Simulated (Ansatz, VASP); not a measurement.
One calculation of Ir, two programs

```
Ir
1.0
     0.00000    2.02386    1.82593
     2.02386    0.00000    1.82593
     2.02386    2.02386    0.00000
Ir
1
Direct
  0.00000 0.00000 0.00000
```

Alike in both runs: task single point; functional PBE; k mesh 22 × 22 × 22; occupations gaussian, width 0.15 eV; no spin polarisation.

|  | VASP | Ansatz |
| --- | --- | --- |
| version | VASP 6.6.1 | Ansatz 0.2.0 |
| potentials or method | VASP PAW PBE potentials, release 64 (Ir), cutoff 520 eV | scalar-relativistic, plane waves, PAW |
| valence electrons in the cell | 9 | 17 |

|  | VASP | Ansatz | Ansatz less VASP |
| --- | --- | --- | --- |
| gap on the k mesh at the Fermi level (eV) | none | none | - |
| pressure (GPa) | -7.6 | -8.0 | -0.47 |
| traceless stress, the component that is largest in VASP (GPa) | 19.72 | 19.87 | +0.148 |

A gap of «none» marks a metal or a gap that the smearing closes. With one functional, cell and mesh, what is left measures potentials, basis and numerics. VASP's potentials hold 9 valence electrons a cell and Ansatz's 17, so a difference there can come from the potentials and not from the codes.

Spin-orbit coupling is off throughout.
